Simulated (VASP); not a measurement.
# CsSnBr3 (Pm-3m) in VASP: single point with PBEsol

Aim: the single point of CsSnBr3 with PBEsol.

Program: VASP 6.6.1. These are calculated values, not measurements. Logs are shortened: lines on timing, memory, paths and dates and some standing lists are left out, and cuts for length are marked.

### Step 1. The cell of the first run

It takes space group Pm-3m (No. 221, cubic). The conventional cell has a = 5.763 Å, b = 5.763 Å, c = 5.763 Å, α = 90.00°, β = 90.00°, γ = 90.00°. Cs (site symmetry m-3m) has 12 Br at 4.07 Å and 8 Sn at 4.99 Å within 5.3 Å. Within 3.8 Å of Sn (site symmetry m-3m) lie 6 Br at 2.88 Å. Br (site symmetry 4/mmm) has 2 Sn at 2.88 Å within 3.8 Å.

### Step 2. Single point, PBEsol

File INCAR:

```
SYSTEM = CsSnBr3
ALGO = Normal
EDIFF = 1E-6
ENCUT = 500
GGA = PS
GGA_COMPAT = .FALSE.
ISIF = 2
ISMEAR = 0
LASPH = .TRUE.
LCHARG = .FALSE.
LREAL = .FALSE.
LWAVE = .FALSE.
NBANDS = 30
NELM = 120
PREC = Accurate
SIGMA = 0.02
```

File KPOINTS:

```
k-points
0
G
  6 6 6
  0 0 0
```

File POSCAR:

```
CsSnBr3
1.0
    5.7627696194      0.0000000000      0.0000000000
    0.0000000000      5.7627696194      0.0000000000
    0.0000000000      0.0000000000      5.7627696194
Cs Sn Br
1 1 3
Direct
    0.0000000000      0.0000000000      0.0000000000
    0.5000000000      0.5000000000      0.5000000000
    0.5000000000      0.0000000000      0.5000000000
    0.5000000000      0.5000000000      0.0000000000
    0.0000000000      0.5000000000      0.5000000000
```

Potentials or basis: VASP PAW PBE potentials, release 64 (Cs_sv, Sn_d, Br).

Started as:

```console
$ cat potpaw_PBE.64/Cs_sv/POTCAR potpaw_PBE.64/Sn_d/POTCAR potpaw_PBE.64/Br/POTCAR > POTCAR
$ mpirun -np 1 vasp_std > vasp.out
```

OUTCAR:

```text
SYSTEM = CsSnBr3
   EDIFF = 1E-6
   ENCUT = 500
   GGA = PS
   ISIF = 2
   ISMEAR = 0
   LASPH = .TRUE.
   LREAL = .FALSE.
   NELM = 120
   PREC = Accurate

 ion  position               nearest neighbor table
   1  0.000  0.000  0.000-
   2  0.500  0.500  0.500-   3 2.88   4 2.88   5 2.88   4 2.88   3 2.88   5 2.88
   3  0.500  0.000  0.500-   2 2.88   2 2.88
   4  0.500  0.500  0.000-   2 2.88   2 2.88
   5  0.000  0.500  0.500-   2 2.88   2 2.88

  LATTYP: Found a simple cubic cell.
 ALAT       =     5.7627696194

  Lattice vectors:

 A1 = (   5.7627696194,   0.0000000000,   0.0000000000)
 A2 = (   0.0000000000,   5.7627696194,   0.0000000000)
 A3 = (   0.0000000000,   0.0000000000,   5.7627696194)

Analysis of symmetry for initial positions (statically):
=====================================================================
 Subroutine PRICEL returns:
 Original cell was already a primitive cell.

 Routine SETGRP: Setting up the symmetry group for a
 simple cubic supercell.

 Subroutine GETGRP returns: Found 48 space group operations
 (whereof 48 operations were pure point group operations)
 out of a pool of 48 trial point group operations.

The static configuration has the point symmetry O_h .

Analysis of symmetry for dynamics (positions and initial velocities):
=====================================================================
 Subroutine PRICEL returns:
 Original cell was already a primitive cell.

 Routine SETGRP: Setting up the symmetry group for a
 simple cubic supercell.

 Subroutine GETGRP returns: Found 48 space group operations
 (whereof 48 operations were pure point group operations)
 out of a pool of 48 trial point group operations.

The dynamic configuration has the point symmetry O_h .

 Subroutine INISYM returns: Found 48 space group operations
 (whereof 48 operations are pure point group operations),
 and found     1 'primitive' translations

----------------------------------------------------------------------------------------

                                     Primitive cell

  volume of cell :     191.3788

  direct lattice vectors                    reciprocal lattice vectors
     5.762769619  0.000000000  0.000000000     0.173527673  0.000000000  0.000000000
[... 83 lines left out ...]
   LSORBIT =      F    spin-orbit coupling
   LASPH  =      T    aspherical Exc in radial PAW
   ENCUT  =  500.0 eV  36.75 Ry    6.06 a.u.  10.51 10.51 10.51*2*pi/ulx,y,z
   NELM   =    120;   NELMIN=  2; NELMDL= -5     # of ELM steps
   EDIFF  = 0.1E-05   stopping-criterion for ELM
   LREAL  =      F    real-space projection
   EDIFFG = 0.1E-04   stopping-criterion for IOM
   NSW    =      0    number of steps for IOM
   IBRION =     -1    ionic relax: 0-MD 1-quasi-New 2-CG
   NFREE  =      0    steps in history (QN), initial steepest desc. (CG)
   ISIF   =      2    stress and relaxation
   ISYM   =      2    0-nonsym 1-usesym 2-fastsym
   POTIM  = 0.5000    time-step for ionic-motion
   TEBEG  =    0.0;   TEEND  =   0.0 temperature during run
   PSTRESS=    0.0 pullay stress
   NELECT =      44.0000    total number of electrons
   NUPDOWN=      -1.0000    fix difference up-down
   EMIN   =  10.00;   EMAX   =-10.00  energy-range for DOS
   EFERMI =   0.00;   METHOD = LEGACY
   ISMEAR =     0;   SIGMA  =   0.02  broadening in eV -4-tet -1-fermi 0-gaus
   EFERMI_NEDOS =   21; number of points for ismear=-14 and -15
   IALGO  =     38    algorithm
   IMIX   =      4    mixing-type and parameters
     AMIX     =   0.40;   BMIX     =  1.00
     AMIX_MAG =   1.60;   BMIX_MAG =  1.00
  volume/ion in A,a.u.               =      38.28       258.30
  Fermi-wavevector in a.u.,A,eV,Ry     =   1.002908  1.895221 13.685075  1.005825
  Thomas-Fermi vector in A             =   2.135426
   LORBIT       =      0    0 simple, 1 ext, 2 COOP (PROOUT), +10 PAW based schemes
   GGA     = PS    functional components
   LHFCALC =     F    Hartree Fock is set to
   AEXX    =    0.0000 exact exchange contribution
   IVDW    =     0    specifies the selected vdW correction
   LEPSILON=     F    determine dielectric tensor
   LRPA    =     F    only Hartree local field effects (RPA)
 non-spin polarized calculation
 Gauss-broadening in eV      SIGMA  =   0.02
  energy-cutoff  :      500.00
  volume of cell :      191.38
 maximum number of plane-waves:      4945
   NGX = 21   NGY = 21   NGZ = 21

 number of electron      44.0000000 magnetization

 Free energy of the ion-electron system (eV)
  ---------------------------------------------------
  ext. energy  EPLUGINS =         0.00000000
  ---------------------------------------------------
  free energy    TOTEN  =       -16.80768633 eV

  energy without entropy =      -16.80768633  energy(sigma->0) =      -16.80768633

 E-fermi :   2.6703     XC(G=0):  -8.0094

 val. band max:        2.5713130180   @ k =   0.5000   0.5000   0.5000
 cond. band min:       2.7777296417   @ k =   0.5000   0.5000   0.5000
 fundamental gap:      0.2064166237
 Fermi energy:         2.6702729625

 k-point     1 :       0.0000    0.0000    0.0000
  band No.  band energies     occupation
      1     -19.8848      2.00000
      2     -19.6902      2.00000
      3     -19.6902      2.00000
      4     -19.6523      2.00000
      5     -19.6523      2.00000
      6     -19.6523      2.00000
[... 649 lines left out ...]
     29       6.6110      0.00000
     30       7.9663      0.00000

------------------------ aborting loop because EDIFF is reached ----------------------------------------

  FORCE on cell =-STRESS in cart. coord.  units (eV):
  Direction    XX          YY          ZZ          XY          YZ          ZX
  --------------------------------------------------------------------------------------
  -------------------------------------------------------------------------------------
  Total        0.0395566      0.0395566      0.0395566     -0.0000000      0.0000000      0.0000000
  in kB        0.3311580      0.3311580      0.3311580     -0.0000000      0.0000000      0.0000000
  external PRESSURE =       0.3311580 kB  Pullay stress =       0.0000000 kB

 VOLUME and BASIS-vectors are now :
 -----------------------------------------------------------------------------
  energy-cutoff  :      500.00
  volume of cell :      191.38
      direct lattice vectors                 reciprocal lattice vectors
     5.762769619  0.000000000  0.000000000     0.173527673  0.000000000  0.000000000
     0.000000000  5.762769619  0.000000000     0.000000000  0.173527673  0.000000000
     0.000000000  0.000000000  5.762769619     0.000000000  0.000000000  0.173527673

 POSITION                                       TOTAL-FORCE (eV/Angst)
 -----------------------------------------------------------------------------------
      0.00000      0.00000      0.00000         0.000000      0.000000      0.000000
      2.88138      2.88138      2.88138         0.000000      0.000000      0.000000
      2.88138      0.00000      2.88138         0.000000      0.000000      0.000000
      2.88138      2.88138      0.00000         0.000000      0.000000      0.000000
      0.00000      2.88138      2.88138         0.000000      0.000000      0.000000
 -----------------------------------------------------------------------------------
    total drift:                                0.000000     -0.000000     -0.000000

  FREE ENERGIE OF THE ION-ELECTRON SYSTEM (eV)
  ---------------------------------------------------
  free  energy   TOTEN  =       -16.8076863318 eV

  energy  without entropy=      -16.8076863318  energy(sigma->0) =      -16.80768633
```

OSZICAR:

```text
N       E                     dE             d eps       ncg     rms          rms(c)
DAV:   1     0.381378540486E+03    0.38138E+03   -0.18765E+04  1206   0.138E+03
DAV:   2     0.348443135654E+02   -0.34653E+03   -0.33061E+03  1396   0.321E+02
DAV:   3    -0.151183191678E+02   -0.49963E+02   -0.49331E+02  1424   0.126E+02
DAV:   4    -0.171524711119E+02   -0.20342E+01   -0.20259E+01  1494   0.302E+01
DAV:   5    -0.171985189050E+02   -0.46048E-01   -0.46028E-01  1492   0.436E+00    0.575E+00
DAV:   6    -0.168320387599E+02    0.36648E+00   -0.60976E-01  1746   0.445E+00    0.324E+00
DAV:   7    -0.168035537179E+02    0.28485E-01   -0.29171E-01  1600   0.246E+00    0.955E-01
DAV:   8    -0.168071314790E+02   -0.35778E-02   -0.36671E-02  1490   0.131E+00    0.161E-01
DAV:   9    -0.168074035803E+02   -0.27210E-03   -0.30512E-03  1652   0.395E-01    0.713E-02
DAV:  10    -0.168076479961E+02   -0.24442E-03   -0.47547E-04  1468   0.107E-01    0.395E-02
DAV:  11    -0.168076840242E+02   -0.36028E-04   -0.14851E-04  1542   0.817E-02    0.157E-02
DAV:  12    -0.168076863213E+02   -0.22971E-05   -0.16008E-05  1526   0.212E-02    0.106E-02
DAV:  13    -0.168076863318E+02   -0.10526E-07   -0.58240E-07   972   0.495E-03
   1 F= -.16807686E+02 E0= -.16807686E+02  d E =-.126257E-14
```

Run time: 2.2 min. Hardware: 1 thread of Intel Xeon 8259CL, shared host; peak memory 0.32 GiB.

Results:

* Free energy: -16.8077 eV
* Pressure: 0.0 GPa
* Band gap on the k mesh: 0.21 eV, direct

Caveat: the PAW data sets were made with another functional, which shifts forces and pressure a little; spin-orbit coupling is left out, which moves the levels of the heavy elements. A k mesh can miss the band edges.
